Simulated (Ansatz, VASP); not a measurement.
**Two plane-wave programs on P3Pt2**

File INCAR:

```
PREC = Accurate ; ENCUT = 520
EDIFF = 1E-6 ; ISMEAR = 1
SIGMA = 0.2623 ; LREAL = F
LASPH = T ; NELM = 80
ALGO = Normal ; ISIF = 2
LWAVE = F ; LCHARG = F
GGA = PE ; NBANDS = 46
```

The input KPOINTS:

```
regular mesh
0
Gamma
  4 4 4
```

File POSCAR:

```
P3Pt2
1.0
   -3.9976510000      0.0000000000      3.7360060000
    3.9976510000      0.0000000000      3.7360060000
    0.0000000000      6.0659300000      3.7360060000
Pt P
4 6
Direct
    0.7180000000      0.2820000000      0.0000000000
    0.2820000000      0.7180000000      0.0000000000
    0.7500000000      0.2500000000      0.5000000000
    0.2500000000      0.7500000000      0.5000000000
    0.1333000000      0.1333000000      0.1470000000
    0.2803000000      0.2803000000      0.8530000000
    0.8667000000      0.8667000000      0.8530000000
    0.7197000000      0.7197000000      0.1470000000
    0.8519000000      0.8519000000      0.2962000000
    0.1481000000      0.1481000000      0.7038000000
```

Input for Ansatz:

```yaml
crystal:
  lattice:
    - [-3.997651, 0.0, 3.736006]
    - [3.997651, 0.0, 3.736006]
    - [0.0, 6.06593, 3.736006]
  atoms:
    - { symbol: Pt, position: [0.718, 0.282, 0.0] }
    - { symbol: Pt, position: [0.282, 0.718, 0.0] }
    - { symbol: Pt, position: [0.75, 0.25, 0.5] }
    - { symbol: Pt, position: [0.25, 0.75, 0.5] }
    - { symbol: P, position: [0.1333, 0.1333, 0.147] }
    - { symbol: P, position: [0.2803, 0.2803, 0.853] }
    - { symbol: P, position: [0.8667, 0.8667, 0.853] }
    - { symbol: P, position: [0.7197, 0.7197, 0.147] }
    - { symbol: P, position: [0.8519, 0.8519, 0.2962] }
    - { symbol: P, position: [0.1481, 0.1481, 0.7038] }
  symmetry: { tolerance: 0.0003 }
kpoints:
  mp_grid: { grid: [4, 4, 4], shift: [0, 0, 0] }
magnetization:
  spin_polarized: false
scf:
  occupations: { method: methfessel_paxton, width: 0.2623 }
  eigensolver: { kind: davidson }
hamiltonian:
  pseudopotentials: { kind: paw }
  xc: pbe
basis:
  ecutwfc: 420
output:
  forces: true
  stress: true
  eigenvalues: true
  write_density: true
  write_potential: true
  elf: true
  volumetric_format: npy
accuracy: high
```

Alike in both runs: task single point; functional PBE; k mesh 4 × 4 × 4; occupations methfessel-paxton of order 1, width 0.2623 eV; no spin polarisation.

|  | VASP | Ansatz |
| --- | --- | --- |
| version | VASP 6.6.1 | Ansatz 0.2.0 |
| potentials or method | VASP PAW PBE potentials, release 64 (Pt, P), cutoff 520 eV | PAW plane waves |
| valence electrons in the cell | 70 | 102 |

Ansatz gave:

```
gap on the k mesh at the Fermi level (eV)                     : none
pressure (GPa)                                                : 26.1
traceless stress, the component that is largest in VASP (GPa) : -38.18
rms of the force components (eV/Å)                            : 5.798
```

Task: Estimate VASP's values.

Result: gap on the k mesh at the Fermi level (eV): none; pressure (GPa): 25.4; traceless stress, the component that is largest in VASP (GPa): -37.49; rms of the force components (eV/Å): 5.699.

Atom by atom the forces differ by 0.100 eV/Å (rms over components). A gap of «none» marks a metal or a gap that the smearing closes. VASP's potentials hold 70 valence electrons a cell and Ansatz's 102, so a difference there can come from the potentials and not from the codes.

Spin-orbit coupling is off throughout.
